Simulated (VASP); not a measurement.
# Na15Cl16 (a cell with a defect) in VASP: a series of runs

Runs on Na15Cl16 (a cell with a defect). Level: PBE. Tasks: single point.

Everything below comes from runs of VASP 6.6.1. Logs are shortened: lines on timing, memory, paths and dates and some standing lists are left out, and cuts for length are marked.

## Step 1: The cell of the first run

The cell holds a defect, 31 atoms: a = 9.863 Å, b = 9.863 Å, c = 9.863 Å, α = 109.47°, β = 109.47°, γ = 109.47°.

## Step 2: Single point, PBE (atoms taken out, then relaxed in part)

Contents of INCAR:

```
SYSTEM = Na15Cl16
PREC     = Accurate       ! precision mode
ENCUT    = 520            ! plane-wave cutoff, eV
EDIFF    = 1E-7           ! SCF threshold, eV
ISMEAR   = 0              ! smearing method
SIGMA    = 0.02           ! smearing width, eV
LREAL    = Auto         
LASPH    = .True.         ! aspherical terms in the spheres
NELM     = 80             ! most SCF steps
ALGO     = Normal         ! electronic algorithm
ISIF     = 2              ! what is computed and relaxed
LWAVE    = .False.        ! write WAVECAR
LCHARG   = .True.         ! write CHGCAR
GGA      = PE             ! functional
LELF     = .True.         ! ELF
LVHAR    = .True.       
NBANDS   = 130            ! bands
NELECT   = 218.0
```

Contents of KPOINTS:

```
Automatic mesh
0
Gamma
  2 2 2
  0.5 0.5 0.5
```

Contents of POSCAR:

```
Na15Cl16
1.0
   -5.6941867572     -5.6941867572      5.6941867572
    5.6941867572     -5.6941867572     -5.6941867572
    5.6941867572      5.6941867572      5.6941867572
Na Cl
15 16
Direct
    0.2463551044      0.7500000000      0.0036448956
    0.5072897912      0.5036448956      0.0036448956
    0.2463551044      0.5036448956      0.2500000000
    0.0000000000      0.5036448956      0.4963551044
    0.7536448956      0.7500000000      0.4963551044
    0.5000000000      0.7500000000      0.7500000000
    0.0000000000     -0.0036448956      0.0036448956
    0.7536448956      0.2572897912      0.0036448956
    0.5000000000      0.2500000000      0.2500000000
    0.2463551044      0.2427102088      0.4963551044
    0.0000000000      0.2500000000      0.7500000000
    0.7536448956      0.5036448956      0.7572897912
    0.7536448956     -0.0036448956      0.2500000000
    0.4927102088     -0.0036448956      0.4963551044
    0.2463551044     -0.0036448956      0.7427102088
    0.2607956797      0.7500000000      0.5107956797
    0.0000000000      0.7500000000      0.7500000000
    0.5000000000      0.5000000000      0.5000000000
    0.2500000000      0.5000000000      0.7500000000
    0.0000000000      0.4892043203     -0.0107956797
    0.7392043203      0.7500000000     -0.0107956797
    0.5000000000      0.7500000000      0.2500000000
    0.0000000000      0.0107956797      0.5107956797
    0.7500000000      0.2500000000      0.5000000000
    0.5000000000      0.2500000000      0.7500000000
    0.2500000000      0.2500000000      0.0000000000
    0.0000000000      0.2500000000      0.2500000000
    0.7392043203      0.4892043203      0.2500000000
    0.7500000000      0.0000000000      0.7500000000
    0.5000000000      0.0000000000      0.0000000000
    0.2607956797      0.0107956797      0.2500000000
```

Potentials or basis: VASP PAW PBE potentials, release 64 (Na_pv, Cl).

Launch:

```sh
cat potpaw_PBE.64/Na_pv/POTCAR potpaw_PBE.64/Cl/POTCAR > POTCAR
mpirun -np 1 vasp_std > vasp.out
```

OUTCAR:

```text
SYSTEM = Na15Cl16
   PREC = Accurate
   ENCUT = 520
   EDIFF = 1E-7
   ISMEAR = 0
   LREAL = Auto
   LASPH = .True.
   NELM = 80
   ISIF = 2
   GGA = PE
   NELECT = 218.0

 ion  position               nearest neighbor table
   1  0.246  0.750  0.004-
   2  0.507  0.504  0.004-
   3  0.246  0.504  0.250-
   4  0.000  0.504  0.496-
   5  0.754  0.750  0.496-
   6  0.500  0.750  0.750-  16 2.72  21 2.72
   7  0.000  0.996  0.004-
   8  0.754  0.257  0.004-
   9  0.500  0.250  0.250-  28 2.72  31 2.72
  10  0.246  0.243  0.496-
  11  0.000  0.250  0.750-  20 2.72  23 2.72
  12  0.754  0.504  0.757-
  13  0.754  0.996  0.250-
  14  0.493  0.996  0.496-
  15  0.246  0.996  0.743-
  16  0.261  0.750  0.511-   6 2.72
  17  0.000  0.750  0.750-
  18  0.500  0.500  0.500-
  19  0.250  0.500  0.750-
  20  0.000  0.489  0.989-  11 2.72
  21  0.739  0.750  0.989-   6 2.72
  22  0.500  0.750  0.250-
  23  0.000  0.011  0.511-  11 2.72
  24  0.750  0.250  0.500-
  25  0.500  0.250  0.750-
  26  0.250  0.250  0.000-
  27  0.000  0.250  0.250-
  28  0.739  0.489  0.250-   9 2.72
  29  0.750  0.000  0.750-
  30  0.500  0.000  0.000-
  31  0.261  0.011  0.250-   9 2.72

  LATTYP: Found a body centered cubic cell.
 ALAT       =    11.3883735144

  Lattice vectors:

 A1 = (  -5.6941867572,  -5.6941867572,   5.6941867572)
 A2 = (   5.6941867572,  -5.6941867572,  -5.6941867572)
 A3 = (   5.6941867572,   5.6941867572,   5.6941867572)

Analysis of symmetry for initial positions (statically):
=====================================================================
 Subroutine PRICEL returns:
 Original cell was already a primitive cell.

 Routine SETGRP: Setting up the symmetry group for a
 body centered cubic supercell.

 Subroutine GETGRP returns: Found 48 space group operations
 (whereof  4 operations were pure point group operations)
 out of a pool of 48 trial point group operations.

The static configuration has the point symmetry C_2v.
 The point group associated with its full space group is O_h .

Analysis of symmetry for dynamics (positions and initial velocities):
=====================================================================
 Subroutine PRICEL returns:
 Original cell was already a primitive cell.

 Routine SETGRP: Setting up the symmetry group for a
 body centered cubic supercell.

 Subroutine GETGRP returns: Found 48 space group operations
 (whereof  4 operations were pure point group operations)
 out of a pool of 48 trial point group operations.

The dynamic configuration has the point symmetry C_2v.
 The point group associated with its full space group is O_h .

 Subroutine INISYM returns: Found 48 space group operations
 (whereof  4 operations are pure point group operations),
 and found     1 'primitive' translations

----------------------------------------------------------------------------------------

                                     Primitive cell

  volume of cell :     738.5078

  direct lattice vectors                    reciprocal lattice vectors
    -5.694186757 -5.694186757  5.694186757     0.000000000 -0.087808852  0.087808852
     5.694186757 -5.694186757 -5.694186757     0.087808852 -0.087808852  0.000000000
     5.694186757  5.694186757  5.694186757     0.087808852  0.000000000  0.087808852

  length of vectors
     9.862620771  9.862620771  9.862620771     0.124180469  0.124180469  0.124180469

  position of ions in fractional coordinates (direct lattice)
     0.246355104  0.750000000  0.003644896
     0.507289791  0.503644896  0.003644896
     0.246355104  0.503644896  0.250000000
     0.000000000  0.503644896  0.496355104
     0.753644896  0.750000000  0.496355104
     0.500000000  0.750000000  0.750000000
[... 23 lines left out ...]
     0.500000000  0.000000000  0.000000000
     0.260795680  0.010795680  0.250000000

  ion indices of the primitive-cell ions
   primitive index   ion index
                 1           1
                 2           2
                 3           3
                 4           4
                 5           5
                 6           6
[... 23 lines left out ...]
                30          30
                31          31

----------------------------------------------------------------------------------------

 KPOINTS: Automatic mesh

Automatic generation of k-mesh.
 Grid dimensions read from file:
 generate k-points for:    2    2    2

 Generating k-lattice:

  Cartesian coordinates                     Fractional coordinates (reciprocal lattice)
     0.000000000 -0.043904426  0.043904426     0.500000000  0.000000000  0.000000000
     0.043904426 -0.043904426  0.000000000     0.000000000  0.500000000  0.000000000
     0.043904426  0.000000000  0.043904426     0.000000000  0.000000000  0.500000000

  Length of vectors
     0.062090234  0.062090234  0.062090234

  Shift w.r.t. Gamma in fractional coordinates (k-lattice)
     0.500000000  0.500000000  0.500000000

 Subroutine IBZKPT returns following result:
 ===========================================

 Found      2 irreducible k-points:

 Following reciprocal coordinates:
            Coordinates               Weight
  0.250000  0.250000  0.250000      2.000000
 -0.250000  0.250000  0.250000      6.000000
   k-points           NKPTS =      2   k-points in BZ     NKDIM =      2   number of bands    NBANDS=    130
   number of dos      NEDOS =    301   number of ions     NIONS =     31
   total plane-waves  NPLWV = 512000
   dimension x,y,z NGX =    80 NGY =   80 NGZ =   80
   dimension x,y,z NGXF=   160 NGYF=  160 NGZF=  160
   ions per type =              15  16
   NGX,Y,Z   is equivalent  to a cutoff of  13.48, 13.48, 13.48 a.u.
   NGXF,Y,Z  is equivalent  to a cutoff of  26.97, 26.97, 26.97 a.u.
 SYSTEM =  Na15Cl16
   PREC   = accura    normal or accurate (medium, high low for compatibility)
   ISTART =      0    job   : 0-new  1-cont  2-samecut
   ICHARG =      2    charge: 1-file 2-atom 10-const
   ISPIN  =      1    spin polarized calculation?
   LNONCOLLINEAR =      F non collinear calculations
   LSORBIT =      F    spin-orbit coupling
   LASPH  =      T    aspherical Exc in radial PAW
   ENCUT  =  520.0 eV  38.22 Ry    6.18 a.u.  18.34 18.34 18.34*2*pi/ulx,y,z
   NELM   =     80;   NELMIN=  2; NELMDL= -5     # of ELM steps
   EDIFF  = 0.1E-06   stopping-criterion for ELM
   LREAL  =      T    real-space projection
   EDIFFG = 0.1E-05   stopping-criterion for IOM
   NSW    =      0    number of steps for IOM
   IBRION =     -1    ionic relax: 0-MD 1-quasi-New 2-CG
   NFREE  =      0    steps in history (QN), initial steepest desc. (CG)
   ISIF   =      2    stress and relaxation
   ISYM   =      2    0-nonsym 1-usesym 2-fastsym
   POTIM  = 0.5000    time-step for ionic-motion
   TEBEG  =    0.0;   TEEND  =   0.0 temperature during run
   PSTRESS=    0.0 pullay stress
   NELECT =     218.0000    total number of electrons
   NUPDOWN=      -1.0000    fix difference up-down
   EMIN   =  10.00;   EMAX   =-10.00  energy-range for DOS
   EFERMI =   0.00;   METHOD = LEGACY
   ISMEAR =     0;   SIGMA  =   0.02  broadening in eV -4-tet -1-fermi 0-gaus
   EFERMI_NEDOS =   21; number of points for ismear=-14 and -15
   IALGO  =     38    algorithm
   IMIX   =      4    mixing-type and parameters
     AMIX     =   0.40;   BMIX     =  1.00
     AMIX_MAG =   1.60;   BMIX_MAG =  1.00
  volume/ion in A,a.u.               =      23.82       160.76
  Fermi-wavevector in a.u.,A,eV,Ry     =   1.090039  2.059875 16.166233  1.188185
  Thomas-Fermi vector in A             =   2.226255
   LORBIT       =      0    0 simple, 1 ext, 2 COOP (PROOUT), +10 PAW based schemes
   GGA     = PE    functional components
   LHFCALC =     F    Hartree Fock is set to
   AEXX    =    0.0000 exact exchange contribution
   IVDW    =     0    specifies the selected vdW correction
   LEPSILON=     F    determine dielectric tensor
   LRPA    =     F    only Hartree local field effects (RPA)
 non-spin polarized calculation
 Gauss-broadening in eV      SIGMA  =   0.02
  energy-cutoff  :      520.00
  volume of cell :      738.51
 maximum number of plane-waves:     19929
 NGX is ok and might be reduce to    80
   NGX = 37   NGY = 37   NGZ = 37

 number of electron     218.0000011 magnetization

 Free energy of the ion-electron system (eV)
  ---------------------------------------------------
  ext. energy  EPLUGINS =         0.00000000
  ---------------------------------------------------
  free energy    TOTEN  =      -103.28057596 eV

  energy without entropy =     -103.28057596  energy(sigma->0) =     -103.28057596

 E-fermi :  -0.8625     XC(G=0):  -7.9529

 val. band max:       -1.0267041109   @ k =   0.2500   0.2500   0.2500
 cond. band min:       4.6197376391   @ k =  -0.2500   0.2500   0.2500
 fundamental gap:      5.6464417500
 Fermi energy:        -0.8625441663

 k-point     1 :       0.2500    0.2500    0.2500
  band No.  band energies     occupation
      1     -22.0989      2.00000
      2     -22.0980      2.00000
      3     -22.0979      2.00000
      4     -22.0979      2.00000
      5     -22.0878      2.00000
      6     -22.0878      2.00000
[... 113 lines left out ...]
    120       7.0802      0.00000
    121       7.0802      0.00000

 k-point     2 :      -0.2500    0.2500    0.2500
  band No.  band energies     occupation
      1     -22.1031      2.00000
      2     -22.0960      2.00000
      3     -22.0960      2.00000
      4     -22.0914      2.00000
      5     -22.0911      2.00000
      6     -22.0911      2.00000
[... 113 lines left out ...]
    120       6.8099      0.00000
    121       7.1362      0.00000
 [bands above 121 left out]

------------------------ aborting loop because EDIFF is reached ----------------------------------------

  FORCE on cell =-STRESS in cart. coord.  units (eV):
  Direction    XX          YY          ZZ          XY          YZ          ZX
  --------------------------------------------------------------------------------------
  -------------------------------------------------------------------------------------
  Total        5.7606319      5.7606319      5.7606319     -0.0000000      0.0000000     -0.0000000
  in kB       12.4975706     12.4975706     12.4975706     -0.0000000      0.0000000     -0.0000000
  external PRESSURE =      12.4975706 kB  Pullay stress =       0.0000000 kB

 VOLUME and BASIS-vectors are now :
 -----------------------------------------------------------------------------
  energy-cutoff  :      520.00
  volume of cell :      738.51
      direct lattice vectors                 reciprocal lattice vectors
    -5.694186757 -5.694186757  5.694186757     0.000000000 -0.087808852  0.087808852
     5.694186757 -5.694186757 -5.694186757     0.087808852 -0.087808852  0.000000000
     5.694186757  5.694186757  5.694186757     0.087808852  0.000000000  0.087808852

 POSITION                                       TOTAL-FORCE (eV/Angst)
 -----------------------------------------------------------------------------------
      2.88860     -5.65268     -2.84709         0.008218      0.008218     -0.000000
     -0.00000     -5.73570      0.04151        -0.000000     -0.008218      0.008218
      2.88860     -2.84709     -0.04151         0.008218      0.000000     -0.008218
      5.69419     -0.04151     -0.04151        -0.000000     -0.008218     -0.008218
      2.80558     -5.73570      2.84709        -0.008218     -0.008218     -0.000000
      5.69419     -2.84709      2.84709        -0.000000      0.000000     -0.000000
[... 23 lines left out ...]
     -2.84709     -2.84709      2.84709        -0.000000      0.000000     -0.000000
      0.00000     -0.12295      2.84709        -0.000000      0.015940     -0.000000
 -----------------------------------------------------------------------------------
    total drift:                               -0.000000     -0.000000     -0.000000

  FREE ENERGIE OF THE ION-ELECTRON SYSTEM (eV)
  ---------------------------------------------------
  free  energy   TOTEN  =      -103.2805759633 eV

  energy  without entropy=     -103.2805759633  energy(sigma->0) =     -103.28057596
```

Run time: 14 min. Hardware: 1 thread of Intel Xeon 8259CL, shared host; peak memory 0.95 GiB.

What came out:

```
Free energy   : -103.2806 eV
Largest force : 0.016 eV/Å
```

Forces on the atoms (eV/Å):
```
Na   0.008  0.008  0.000
Na   0.000 -0.008  0.008
Na   0.008  0.000 -0.008
Na   0.000 -0.008 -0.008
Na  -0.008 -0.008  0.000
Na   0.000  0.000  0.000
Na   0.000  0.008  0.008
Na   0.008 -0.008  0.000
Na   0.000  0.000  0.000
Na  -0.008  0.008  0.000
Na   0.000  0.000  0.000
Na   0.008  0.000  0.008
Na  -0.008  0.000  0.008
Na   0.000  0.008 -0.008
Na  -0.008  0.000 -0.008
Cl   0.000  0.000 -0.016
Cl   0.000  0.000  0.000
Cl   0.000  0.000  0.000
Cl   0.000  0.000  0.000
Cl   0.016  0.000  0.000
Cl   0.000  0.000  0.016
Cl   0.000  0.000  0.000
Cl  -0.016  0.000  0.000
Cl   0.000  0.000  0.000
Cl   0.000  0.000  0.000
Cl   0.000  0.000  0.000
Cl   0.000  0.000  0.000
Cl   0.000 -0.016  0.000
Cl   0.000  0.000  0.000
Cl   0.000  0.000  0.000
Cl   0.000  0.016  0.000
```

Caveat: the cell carries a net charge on a neutralising background, which shifts energy and pressure; the cell differs from its parent crystal (atoms taken out, then relaxed in part); the cell is charged against a uniform background, so pressure and absolute levels hang on convention.

(Continued in part 2 of 2.)
